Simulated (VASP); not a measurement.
# Zr8N9 (a cell with a defect) in VASP: single point with PBE

Aim: the single point of Zr8N9 (a cell with a defect) with PBE.

Everything below comes from runs of VASP 6.6.1. Logs are shortened: lines on timing, memory, paths and dates and some standing lists are left out, and cuts for length are marked.

## 1. The cell of the first run

The cell holds a defect, 17 atoms: a = 6.498 Å, b = 6.498 Å, c = 6.498 Å, α = 60.00°, β = 60.00°, γ = 60.00°.

## 2. Single point, PBE (with an interstitial atom, then relaxed in part)

Contents of INCAR:

```
SYSTEM = Zr8N9
ALGO = Normal ; EDIFF = 1E-6
ENCUT = 520 ; GGA = PE
ISIF = 2 ; ISMEAR = 0
LASPH = .True. ; LCHARG = .False.
LREAL = Auto ; LWAVE = .False.
NBANDS = 84 ; NELM = 60
PREC = Accurate ; SIGMA = 0.1
```

Contents of KPOINTS:

```
k-points
0
Gamma
  4 4 4
  0 0 0
```

Contents of POSCAR:

```
Zr8N9
1.0
    4.5945978679      0.0000000000     -4.5945978679
    0.0000000000      4.5945978679     -4.5945978679
    4.5945978679      4.5945978679      0.0000000000
Zr N
8 9
Direct
    0.2486739048      0.2488872167      0.7504821486
    0.2487424496      0.2488881567      0.2537311436
    0.2487321157      0.7522092151      0.7504714708
    0.2512711295      0.7491203394      0.2508047893
    0.7520591191      0.2489093306      0.7504807163
    0.7489400190      0.2514775323      0.2507711956
    0.7489123657      0.7491063707      0.7532054931
    0.7489265661      0.7491150275      0.2508285551
    0.0152331859      0.4527060543      0.5169522029
   -0.0043352090      0.5010116851      0.0026499101
    0.0152123434      1.0153962116      0.5169808775
    0.0151935794      1.0153493766     -0.0456274175
    0.5008360388      0.5009918967      0.4974448793
    0.5008001656      0.5010016501      0.0026575522
    0.4525299463      1.0154039646      0.5169706107
    0.5008285646      0.9958440876      0.0026351826
    0.8745020899      0.8746912050      0.3764324047
```

Potentials or basis: VASP PAW PBE potentials, release 64 (Zr_sv, N).

On the command line:

```bash
> cat potpaw_PBE.64/Zr_sv/POTCAR potpaw_PBE.64/N/POTCAR > POTCAR
> mpirun -np 1 vasp_std > vasp.out
```

OUTCAR:

```text
SYSTEM = Zr8N9
   EDIFF = 1E-6
   ENCUT = 520
   GGA = PE
   ISIF = 2
   ISMEAR = 0
   LASPH = .True.
   LREAL = Auto
   NELM = 60
   PREC = Accurate

 ion  position               nearest neighbor table
   1  0.249  0.249  0.750-   9 2.15  15 2.15  12 2.15  13 2.32  10 2.32  16 2.32   5 3.23   3 3.23
                             2 3.23   4 3.25   6 3.25   7 3.25   7 3.25   6 3.25   4 3.25   2 3.27
   2  0.249  0.249  0.254-  11 2.15  15 2.15   9 2.15  16 2.32  10 2.32  14 2.32   3 3.23   1 3.23
                             5 3.23   4 3.25   8 3.25   6 3.25   6 3.25   8 3.25   4 3.25   5 3.27
   3  0.249  0.752  0.750-  15 2.15  11 2.15  12 2.15  13 2.32  14 2.32  10 2.32   1 3.23   5 3.23
                             2 3.23   8 3.25   4 3.25   7 3.25   7 3.25   4 3.25   8 3.25   2 3.27
   4  0.251  0.749  0.251-  17 2.00  13 2.28  14 2.28  16 2.28  11 2.45   9 2.45  12 2.45   7 3.23
                             6 3.23   8 3.23   3 3.25   1 3.25   2 3.25   2 3.25   1 3.25   3 3.25
   5  0.752  0.249  0.750-   9 2.15  11 2.15  12 2.15  13 2.32  14 2.32  16 2.32   1 3.23   3 3.23
                             2 3.23   8 3.25   6 3.25   7 3.25   7 3.25   6 3.25   8 3.25   2 3.27
   6  0.749  0.251  0.251-  17 2.00  13 2.28  14 2.28  10 2.28  11 2.45  15 2.45  12 2.45   7 3.23
                             4 3.23   8 3.23   5 3.25   2 3.25   1 3.25   1 3.25   2 3.25   5 3.25
   7  0.749  0.749  0.753-  17 2.00  16 2.28  10 2.28  14 2.28  11 2.45  15 2.45   9 2.46   6 3.23
                             4 3.23   8 3.23   5 3.25   1 3.25   3 3.25   3 3.25   1 3.25   5 3.25
   8  0.749  0.749  0.251-  17 2.00  13 2.28  10 2.28  16 2.28  15 2.45   9 2.45  12 2.45   7 3.23
                             6 3.23   4 3.23   3 3.25   5 3.25   2 3.25   2 3.25   5 3.25   3 3.25
   9  0.015  0.453  0.517-   1 2.15   5 2.15   2 2.15   8 2.45   4 2.45   7 2.46
  10  0.996  0.501  0.003-   7 2.28   6 2.28   8 2.28   2 2.32   3 2.32   1 2.32
  11  0.015  0.015  0.517-   5 2.15   3 2.15   2 2.15   4 2.45   6 2.45   7 2.45
  12  0.015  0.015  0.954-   1 2.15   5 2.15   3 2.15   8 2.45   4 2.45   6 2.45
  13  0.501  0.501  0.497-   6 2.28   4 2.28   8 2.28   3 2.32   5 2.32   1 2.32
  14  0.501  0.501  0.003-   7 2.28   6 2.28   4 2.28   2 2.32   3 2.32   5 2.32
  15  0.453  0.015  0.517-   1 2.15   3 2.15   2 2.15   8 2.45   6 2.45   7 2.45
  16  0.501  0.996  0.003-   7 2.28   4 2.28   8 2.28   2 2.32   5 2.32   1 2.32
  17  0.875  0.875  0.376-   8 2.00   4 2.00   7 2.00   6 2.00

  LATTYP: Found a face centered cubic cell.
 ALAT       =     9.1891957358

  Lattice vectors:

 A1 = (   4.5945978679,   0.0000000000,  -4.5945978679)
 A2 = (   0.0000000000,   4.5945978679,  -4.5945978679)
 A3 = (   4.5945978679,   4.5945978679,   0.0000000000)

Analysis of symmetry for initial positions (statically):
=====================================================================
 Subroutine PRICEL returns:
 Original cell was already a primitive cell.

 Routine SETGRP: Setting up the symmetry group for a
 face centered cubic supercell.

 Subroutine GETGRP returns: Found  1 space group operations
 (whereof  1 operations were pure point group operations)
 out of a pool of 48 trial point group operations.

The static configuration has the point symmetry C_1 .

Analysis of symmetry for dynamics (positions and initial velocities):
=====================================================================
 Subroutine PRICEL returns:
 Original cell was already a primitive cell.

 Routine SETGRP: Setting up the symmetry group for a
 face centered cubic supercell.

 Subroutine GETGRP returns: Found  1 space group operations
 (whereof  1 operations were pure point group operations)
 out of a pool of 48 trial point group operations.

The dynamic configuration has the point symmetry C_1 .

 Subroutine INISYM returns: Found  1 space group operations
 (whereof  1 operations are pure point group operations),
 and found     1 'primitive' translations

----------------------------------------------------------------------------------------

                                     Primitive cell

  volume of cell :     193.9870

  direct lattice vectors                    reciprocal lattice vectors
     4.594597868  0.000000000 -4.594597868     0.108823452 -0.108823452 -0.108823452
     0.000000000  4.594597868 -4.594597868    -0.108823452  0.108823452 -0.108823452
     4.594597868  4.594597868  0.000000000     0.108823452  0.108823452  0.108823452

  length of vectors
     6.497742618  6.497742618  6.497742618     0.188487748  0.188487748  0.188487748

  position of ions in fractional coordinates (direct lattice)
     0.248673905  0.248887217  0.750482149
     0.248742450  0.248888157  0.253731144
[... 48 lines left out ...]
    -0.027205863  0.027205863 -0.027205863     0.000000000  0.250000000  0.000000000
     0.027205863  0.027205863  0.027205863     0.000000000  0.000000000  0.250000000

  Length of vectors
     0.047121937  0.047121937  0.047121937

  Shift w.r.t. Gamma in fractional coordinates (k-lattice)
     0.000000000  0.000000000  0.000000000

 Subroutine IBZKPT returns following result:
 ===========================================

 Found     36 irreducible k-points:

 Following reciprocal coordinates:
            Coordinates               Weight
  0.000000  0.000000  0.000000      1.000000
  0.250000  0.000000  0.000000      2.000000
  0.000000  0.250000  0.000000      2.000000
  0.000000  0.000000  0.250000      2.000000
  0.250000  0.250000  0.250000      2.000000
  0.500000  0.000000  0.000000      1.000000
[... 16 lines left out ...]
  0.250000  0.500000  0.500000      2.000000
  0.500000  0.000000  0.250000      2.000000
 [... further k-points ...]
   k-points           NKPTS =     36   k-points in BZ     NKDIM =     36   number of bands    NBANDS=     84
   number of dos      NEDOS =    301   number of ions     NIONS =     17
   total plane-waves  NPLWV = 110592
   dimension x,y,z NGX =    48 NGY =   48 NGZ =   48
   dimension x,y,z NGXF=    96 NGYF=   96 NGZF=   96
   ions per type =               8   9
   NGX,Y,Z   is equivalent  to a cutoff of  12.28, 12.28, 12.28 a.u.
   NGXF,Y,Z  is equivalent  to a cutoff of  24.56, 24.56, 24.56 a.u.
 SYSTEM =  Zr8N9
   PREC   = accura    normal or accurate (medium, high low for compatibility)
   ISTART =      0    job   : 0-new  1-cont  2-samecut
   ICHARG =      2    charge: 1-file 2-atom 10-const
   ISPIN  =      1    spin polarized calculation?
   LNONCOLLINEAR =      F non collinear calculations
   LSORBIT =      F    spin-orbit coupling
   LASPH  =      T    aspherical Exc in radial PAW
   ENCUT  =  520.0 eV  38.22 Ry    6.18 a.u.  12.08 12.08 12.08*2*pi/ulx,y,z
   NELM   =     60;   NELMIN=  2; NELMDL= -5     # of ELM steps
   EDIFF  = 0.1E-05   stopping-criterion for ELM
   LREAL  =      T    real-space projection
   EDIFFG = 0.1E-04   stopping-criterion for IOM
   NSW    =      0    number of steps for IOM
   IBRION =     -1    ionic relax: 0-MD 1-quasi-New 2-CG
   NFREE  =      0    steps in history (QN), initial steepest desc. (CG)
   ISIF   =      2    stress and relaxation
   ISYM   =      2    0-nonsym 1-usesym 2-fastsym
   POTIM  = 0.5000    time-step for ionic-motion
   TEBEG  =    0.0;   TEEND  =   0.0 temperature during run
   PSTRESS=    0.0 pullay stress
   NELECT =     141.0000    total number of electrons
   NUPDOWN=      -1.0000    fix difference up-down
   EMIN   =  10.00;   EMAX   =-10.00  energy-range for DOS
   EFERMI =   0.00;   METHOD = LEGACY
   ISMEAR =     0;   SIGMA  =   0.10  broadening in eV -4-tet -1-fermi 0-gaus
   EFERMI_NEDOS =   21; number of points for ismear=-14 and -15
   IALGO  =     38    algorithm
   IMIX   =      4    mixing-type and parameters
     AMIX     =   0.40;   BMIX     =  1.00
     AMIX_MAG =   1.60;   BMIX_MAG =  1.00
  volume/ion in A,a.u.               =      11.41        77.01
  Fermi-wavevector in a.u.,A,eV,Ry     =   1.471941  2.781565 29.478518  2.166610
  Thomas-Fermi vector in A             =   2.587016
   LORBIT       =      0    0 simple, 1 ext, 2 COOP (PROOUT), +10 PAW based schemes
   GGA     = PE    functional components
   LHFCALC =     F    Hartree Fock is set to
   AEXX    =    0.0000 exact exchange contribution
   IVDW    =     0    specifies the selected vdW correction
   LEPSILON=     F    determine dielectric tensor
   LRPA    =     F    only Hartree local field effects (RPA)
 non-spin polarized calculation
 Gauss-broadening in eV      SIGMA  =   0.10
  energy-cutoff  :      520.00
  volume of cell :      193.99
 maximum number of plane-waves:      5238
   NGX = 25   NGY = 25   NGZ = 25

 number of electron     141.0000002 magnetization

 Free energy of the ion-electron system (eV)
  ---------------------------------------------------
  ext. energy  EPLUGINS =         0.00000000
  ---------------------------------------------------
  free energy    TOTEN  =      -168.01540000 eV

  energy without entropy =     -167.95469544  energy(sigma->0) =     -167.98504772

 E-fermi :  11.9814     XC(G=0): -12.6237

 val. band max:       11.9655369446   @ k =   0.0000   0.2500   0.5000
 cond. band min:      12.0073953314   @ k =   0.0000  -0.2500   0.2500
 fundamental gap:      0.0418583869
 Fermi energy:        11.9813781103

 k-point     1 :       0.0000    0.0000    0.0000
  band No.  band energies     occupation
      1     -37.4323      2.00000
      2     -37.3137      2.00000
      3     -37.3136      2.00000
      4     -37.3134      2.00000
      5     -37.2161      2.00000
      6     -37.1374      2.00000
[... 2029 lines left out ...]
     81      14.8005      0.00000
     82      14.9765      0.00000

 [... further k-points ...]

 [bands above 82 left out]

------------------------ aborting loop because EDIFF is reached ----------------------------------------

  FORCE on cell =-STRESS in cart. coord.  units (eV):
  Direction    XX          YY          ZZ          XY          YZ          ZX
  --------------------------------------------------------------------------------------
  -------------------------------------------------------------------------------------
  Total       19.1275992     19.1302550     19.1266616     -0.0029183     -0.0052005     -0.0077745
  in kB      157.9786979    158.0006329    157.9709540     -0.0241030     -0.0429517     -0.0642115
  external PRESSURE =     157.9834283 kB  Pullay stress =       0.0000000 kB

 VOLUME and BASIS-vectors are now :
 -----------------------------------------------------------------------------
  energy-cutoff  :      520.00
  volume of cell :      193.99
      direct lattice vectors                 reciprocal lattice vectors
     4.594597868  0.000000000 -4.594597868     0.108823452 -0.108823452 -0.108823452
     0.000000000  4.594597868 -4.594597868    -0.108823452  0.108823452 -0.108823452
     4.594597868  4.594597868  0.000000000     0.108823452  0.108823452  0.108823452

 POSITION                                       TOTAL-FORCE (eV/Angst)
 -----------------------------------------------------------------------------------
      4.59072      4.59170     -2.28609         0.012944      0.011013     -0.012725
      2.30866      2.30933     -2.28641        -0.008418     -0.007733     -0.008688
      4.59094      6.90421     -4.59892         0.010283     -0.010303      0.011618
      2.30684      4.59425     -4.59640         0.014433     -0.018513     -0.017590
      6.90357      4.59180     -4.59905        -0.011823      0.009686      0.013169
      4.59327      2.30763     -4.59652        -0.015942      0.014160     -0.015750
[... 9 lines left out ...]
      2.31321      4.58761     -6.87661        -0.001654      0.001392     -0.001420
      5.74754      5.74841     -8.03684        -0.000557      0.000476     -0.001425
 -----------------------------------------------------------------------------------
    total drift:                               -0.003028     -0.002678     -0.003021

  FREE ENERGIE OF THE ION-ELECTRON SYSTEM (eV)
  ---------------------------------------------------
  free  energy   TOTEN  =      -168.0154000004 eV

  energy  without entropy=     -167.9546954404  energy(sigma->0) =     -167.98504772
```

Wall time 13 min (1 thread of Intel Xeon 6975P-C (Granite Rapids), shared host); peak memory 0.54 GiB.

What came out:

```
Free energy            : -168.0154 eV
Pressure               : 15.8 GPa
Largest force          : 0.031 eV/Å
Band gap on the k mesh : zero (an odd number of electrons rules out a gap without spin polarisation)
```

Forces in eV/Å, atoms in the order of the input:
```
Zr   0.013  0.011 -0.013
Zr  -0.008 -0.008 -0.009
Zr   0.010 -0.010  0.012
Zr   0.014 -0.019 -0.018
Zr  -0.012  0.010  0.013
Zr  -0.016  0.014 -0.016
Zr   0.014  0.013  0.014
Zr  -0.019 -0.020  0.015
N   -0.005  0.008 -0.006
N    0.001 -0.002 -0.001
N   -0.005 -0.005  0.006
N    0.007  0.007  0.006
N    0.003  0.004  0.003
N   -0.001 -0.002  0.001
N    0.007 -0.005 -0.005
N   -0.002  0.001 -0.001
N   -0.001  0.000 -0.001
```

Levels at points of the mesh, in eV from the Fermi level:
| k point | band 67 | band 68 | band 69 | band 70 | band 71 | band 72 | band 73 | band 74 | band 75 | band 76 |
| --- | --- | --- | --- | --- | --- | --- | --- | --- | --- | --- |
| (0.00, 0.00, 0.00) | -2.81 | -2.12 | -2.12 | -2.12 | -0.27 | 1.34 | 1.34 | 1.34 | 1.63 | 1.63 |
| (0.50, 0.00, 0.00) | -1.97 | -1.97 | -0.50 | -0.50 | -0.33 | -0.33 | 0.10 | 0.93 | 1.21 | 1.22 |
| (0.00, 0.50, 0.00) | -1.97 | -1.97 | -0.50 | -0.50 | -0.33 | -0.33 | 0.10 | 0.93 | 1.21 | 1.22 |
| (0.00, 0.00, 0.50) | -1.97 | -1.97 | -0.50 | -0.50 | -0.33 | -0.33 | 0.10 | 0.93 | 1.22 | 1.22 |
| (0.50, 0.50, 0.50) | -1.97 | -1.97 | -0.50 | -0.50 | -0.33 | -0.33 | 0.10 | 0.93 | 1.22 | 1.22 |
| (0.50, 0.50, 0.00) | -1.61 | -1.61 | -0.67 | -0.60 | 0.67 | 1.26 | 1.26 | 1.61 | 1.62 | 1.84 |
| (0.00, 0.50, 0.50) | -1.61 | -1.61 | -0.67 | -0.60 | 0.67 | 1.26 | 1.26 | 1.61 | 1.62 | 1.84 |
| (0.50, 0.00, 0.50) | -1.61 | -1.61 | -0.67 | -0.60 | 0.67 | 1.26 | 1.26 | 1.61 | 1.62 | 1.84 |

Caveat: the cell differs from its parent crystal (with an interstitial atom, then relaxed in part).
